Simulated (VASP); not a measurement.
Runs of VASP 6.6.1 on GaSb. The structure is that of space group I-4m2 (No. 119), or close to it. The cells are those of the table. 

| task | level | potentials or basis | cell | gap on the mesh (eV) | pressure (GPa) | relaxed volume (Å³/atom) |
| --- | --- | --- | --- | --- | --- | --- |
| single point | LDA | VASP PAW LDA potentials, release 64 (Ga_d, Sb) | a = 4.095 Å, angles 98.3, 98.3, 135.4°, 2 atoms | none | (a) | - |
| relaxation of cell and atoms | LDA | VASP PAW LDA potentials, release 64 (Ga_d, Sb) | relaxed from a = 4.206 Å, angles 98.2, 98.2, 135.6°, 2 atoms | none | 0.0 | 22.35 |
| single point | PBEsol+D3(BJ) | VASP PAW PBE potentials, release 64 (Ga_d, Sb) | a = 4.071 Å, angles 98.2, 98.2, 135.7°, 2 atoms | none | 0.0 | - |
| relaxation of cell and atoms | PBEsol+D3(BJ) | VASP PAW PBE potentials, release 64 (Ga_d, Sb) | relaxed from a = 4.206 Å, angles 98.2, 98.2, 135.6°, 2 atoms | none | 0.0 | 21.84 |
| single point | PBEsol | VASP PAW PBE potentials, release 64 (Ga_d, Sb) | a = 4.132 Å, angles 98.2, 98.2, 135.5°, 2 atoms | none | 0.0 | - |

Alike in all rows: no spin polarisation; k mesh 8 × 8 × 8; cutoff (eV) 500; smearing fermi-dirac 0.1 eV.

Task: Fill in the values left out.

Result: (a) 0.1.

Caveats: spin-orbit coupling is left out, which moves the levels of the heavy elements; the PAW data sets were made with another functional, which shifts forces and pressure a little (at least some runs).

A k mesh can miss the band edges, and the runs leave out spin-orbit coupling on Ga, Sb.

A gap of «none» marks levels without a gap at the run's occupations.
